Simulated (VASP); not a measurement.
Here is a VASP 6.6.1 calculation.

File INCAR:

```
SYSTEM = GaN
PREC     = Accurate       ! precision mode
ENCUT    = 520            ! plane-wave cutoff, eV
EDIFF    = 1E-6           ! SCF threshold, eV
ISMEAR   = 0              ! smearing method
SIGMA    = 0.01           ! smearing width, eV
LREAL    = .False.        ! projectors in reciprocal space
LASPH    = .True.         ! aspherical terms in the spheres
NELM     = 60             ! most SCF steps
ALGO     = Normal         ! electronic algorithm
ISIF     = 2              ! what is computed and relaxed
LWAVE    = .False.        ! write WAVECAR
LCHARG   = .False.        ! write CHGCAR
GGA      = RE             ! functional
NBANDS   = 16             ! bands
```

File KPOINTS:

```
regular mesh
0
Gamma
  8 8 8
  0 0 0
```

Contents of POSCAR:

```
GaN
1.0
    0.0000000000      2.2535006100      2.2535006100
    2.2535006100      0.0000000000      2.2535006100
    2.2535006100      2.2535006100      0.0000000000
Ga N
1 1
Direct
    0.0000000000      0.0000000000      0.0000000000
    0.7500000000      0.7500000000      0.7500000000
```

Potentials or basis: VASP PAW PBE potentials, release 64 (Ga_d, N).

Run with:

```console
$ cat potpaw_PBE.64/Ga_d/POTCAR potpaw_PBE.64/N/POTCAR > POTCAR
$ mpirun -np 1 vasp_std > vasp.out
```

(1) Predict the pressure.

(2) Estimate the band gap on the k mesh.

Results:

(1) 7.9 GPa.

(2) 1.76 eV, direct.

Caveat: the PAW data sets were made with another functional, which shifts forces and pressure a little.
